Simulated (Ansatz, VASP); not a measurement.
**FeO in VASP and in Ansatz**

File INCAR:

```
SYSTEM = FeO
PREC = Accurate
ENCUT = 520
EDIFF = 1E-6
ISMEAR = 0
SIGMA = 0.05
LREAL = .FALSE.
LASPH = .TRUE.
NELM = 150
ALGO = Normal
ISIF = 2
LWAVE = .FALSE.
LCHARG = .FALSE.
LMAXMIX = 4
LDAU = .TRUE.
LDAUTYPE = 2
LDAUL = 2 -1
LDAUU = 1 0
LDAUJ = 0 0
LDAUPRINT = 1
NBANDS = 22
```

The input KPOINTS:

```
regular mesh
0
G
  7 7 7
  0 0 0
```

Contents of POSCAR:

```
FeO
1.0
    2.9029055100      0.0000000000      0.0000000000
   -2.9029055000      5.0279798400      0.0000000000
    0.0000000000      0.0000000000      2.8330919500
Fe O
2 2
Direct
    0.0000000000      0.0000000000      0.0000000000
    0.0000000000      0.5000000000      0.0000000000
    0.6666666667      0.1666666667      0.5000000000
    0.6666666667      0.6666666667      0.5000000000
```

Input for Ansatz:

```yaml
crystal:
  lattice:
    - [2.90290551, 0.0, 0.0]
    - [-2.9029055, 5.02797984, 0.0]
    - [0.0, 0.0, 2.83309195]
  atoms:
    - { symbol: Fe, position: [0.0, 0.0, 0.0] }
    - { symbol: O, position: [0.6666666667, 0.1666666667, 0.5] }
    - { symbol: Fe, position: [0.0, 0.5, 0.0] }
    - { symbol: O, position: [0.6666666667, 0.6666666667, 0.5] }
basis:
  ecutwfc: 420
  ecutrho_ratio: 4
kpoints:
  mp_grid: { grid: [7, 7, 7] }
hamiltonian:
  xc: lda
  hubbard:
    sites: [{ site: 0, l: d, u_eff: 1.0 }, { site: 2, l: d, u_eff: 1.0 }]
scf:
  occupations: { method: gaussian, width: 0.05 }
  lower_state_search: "off"
  max_iter: 150
output:
  forces: true
  stress: true
  eigenvalues: true
  populations: true
  hubbard: { sites: [{ site: 0, l: d }, { site: 2, l: d }] }
```

Alike in both runs: task single point; functional LDA; k mesh 7 × 7 × 7; occupations gaussian, width 0.05 eV; no spin polarisation; Hubbard terms Fe d U = 1.0 eV.

```csv
,VASP,Ansatz
version,VASP 6.6.1,Ansatz 0.2.0
potentials or method,"VASP PAW LDA potentials, release 64 (Fe, O), cutoff 520 eV","scalar-relativistic, plane waves, PAW"
valence electrons in the cell,28,44
```

|  | VASP | Ansatz | Ansatz less VASP |
| --- | --- | --- | --- |
| gap on the k mesh at the Fermi level (eV) | none | none | - |
| rms of the force components (eV/Å) | 0.004 | 0.004 | -0.0007 |

LDA's correlation is that of Perdew and Zunger in VASP and of Perdew and Wang (1992) in Ansatz. The programs project onto different local orbitals, so the same U acts differently, and such runs can settle in different states. A gap of «none» marks a metal or a gap that the smearing closes. VASP's potentials hold 28 valence electrons a cell and Ansatz's 44, so a difference there can come from the potentials and not from the codes. Ansatz's warnings: filled band counts differ across k points.
